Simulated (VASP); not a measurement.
**Ta2N: single point with PBEsol**

Ta2N:

```
CELL_PARAMETERS angstrom
3.07862 0.00000 0.00000
-1.53931 2.66616 0.00000
0.00000 0.00000 4.82326
ATOMIC_POSITIONS crystal
Ta 0.66667 0.33333 0.74626
Ta 0.33333 0.66667 0.25374
N 0.00000 0.00000 0.00000
```

```yaml
Program: VASP 6.6.1
Task: single point
Functional: PBEsol
Potentials_or_basis: VASP PAW PBE potentials, release 64 (Ta_pv, N)
Cutoff: 520 eV
k_mesh: 18 × 18 × 10
Occupations: gaussian, width 0.1 eV
Spin: no spin polarisation
Dipole_correction: no
Further_INCAR_settings: ALGO = Normal; EDIFF = 1e-06; NBANDS = 20
```

| Quantity | Value |
| --- | --- |
| Pressure | 0.6 GPa |
| Largest force | 0.056 eV/Å |
| Band gap on the k mesh | zero (an odd number of electrons rules out a gap without spin polarisation) |

Forces on the atoms (eV/Å):
```
Ta   0.000  0.000 -0.056
Ta   0.000  0.000  0.056
N    0.000  0.000  0.000
```

Levels at points of the mesh, in eV from the Fermi level:
```csv
k point,band 9,band 10,band 11,band 12,band 13,band 14,band 15,band 16,band 17,band 18
"(0.00, 0.00, 0.00)",-6.23,-6.23,-4.90,-0.70,-0.25,-0.25,0.29,0.29,0.35,1.25
"(0.50, 0.00, 0.00)",-6.66,-6.53,-4.70,-2.61,-1.32,1.86,2.01,3.87,4.15,4.45
"(0.00, 0.00, 0.50)",-6.41,-6.41,-2.90,-2.65,-1.17,-1.17,1.87,2.08,2.36,2.36
"(0.50, 0.00, 0.50)",-6.83,-6.25,-3.41,-2.13,-2.09,-0.21,0.80,3.43,3.66,4.20
```

It took 77 s on 1 thread of Intel(R) Xeon(R) 6975P-C (Granite Rapids), on a shared host, peak memory 0.34 GiB.

Caveat: the PAW data sets were made with another functional, which shifts forces and pressure a little; spin-orbit coupling is left out, which moves the levels of the heavy elements.
